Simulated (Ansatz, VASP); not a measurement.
**One calculation of Ta, two programs**

```
Ta
1.0
    -1.65128    1.65128    1.40359
     1.65128   -1.65128    1.40359
     1.65128    1.65128   -1.40359
Ta
1
Direct
  0.00000 0.00000 0.00000
```

Change from the starting cell: strain -0.1500 x Voigt [0, 0, 1, 0, 0, 0], atoms carried along.

Alike in both runs: task single point; functional PBEsol; k mesh 20 × 20 × 20; occupations gaussian, width 0.15 eV; no spin polarisation.

|  | VASP | Ansatz |
| --- | --- | --- |
| version | VASP 6.6.1 | Ansatz 0.2.0 |
| potentials or method | VASP PAW PBE potentials, release 64 (Ta_pv), cutoff 520 eV | scalar-relativistic, plane waves, PAW |
| valence electrons in the cell | 11 | 13 |

VASP gave:

```
gap on the k mesh at the Fermi level (eV)                     : none
pressure (GPa)                                                : 42.5
traceless stress, the component that is largest in VASP (GPa) : 17.05
```

Q: Which values does Ansatz return?

A: gap on the k mesh at the Fermi level (eV): none; pressure (GPa): 41.9; traceless stress, the component that is largest in VASP (GPa): 17.08.

VASP's potentials were made for PBE, not for PBEsol. A gap of «none» marks a metal or a gap that the smearing closes. Both programs put the cell under a high pressure, so it lies far from rest at this level. VASP's potentials hold 11 valence electrons a cell and Ansatz's 13, so a difference there can come from the potentials and not from the codes.

Spin-orbit coupling is off throughout.
